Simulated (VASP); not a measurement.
**MoS2: single point with PBEsol**

MoS2, a slab with vacuum:

```xyz
3
Lattice="3.1841 0.0000 0.0000 -1.5921 2.7575 0.0000 0.0000 0.0000 17.3346" Properties=species:S:1:pos:R:3 pbc="T T T"
Mo    0.0000    0.0000    0.0000
S     0.0000    1.8384    1.5513
S     0.0000    1.8384   15.7833
```

```yaml
Program: VASP 6.6.1
Task: single point
Functional: PBEsol
Potentials_or_basis: VASP PAW PBE potentials, release 64 (Mo_sv, S)
Cutoff: 520 eV
k_mesh: 12 × 12 × 2
Occupations: methfessel-paxton, width 0.1 eV
Spin: no spin polarisation
Dipole_correction: no
Further_INCAR_settings: ALGO = Normal; EDIFF = 1e-07; NBANDS = 20
```

| Item | Value |
| --- | --- |
| Largest force | 0.148 eV/Å |
| Band gap on the k mesh | 1.60 eV, indirect (least direct gap 1.66 eV) |

Forces in eV/Å, atoms in the order of the input:
```
Mo   0.000  0.000  0.000
S    0.000  0.000 -0.148
S    0.000  0.000  0.148
```

Levels at points of the mesh, in eV from the valence-band top:
```
           k point  band 11  band 12  band 13  band 14  band 15  band 16
(0.00, 0.00, 0.00)    -1.58    -1.58     0.00     2.74     2.74     3.03
(0.50, 0.00, 0.00)    -1.87    -1.03    -0.68     2.20     2.73     3.85
(0.00, 0.00, 0.50)    -1.58    -1.58     0.00     2.74     2.74     3.03
(0.50, 0.00, 0.50)    -1.87    -1.03    -0.68     2.20     2.73     3.85
```

Wall time 4.1 min on 1 thread of Intel Xeon 8259CL, with other jobs on the host, peak memory 0.32 GiB.

Caveat: the PAW data sets were made with another functional, which shifts forces and pressure a little.
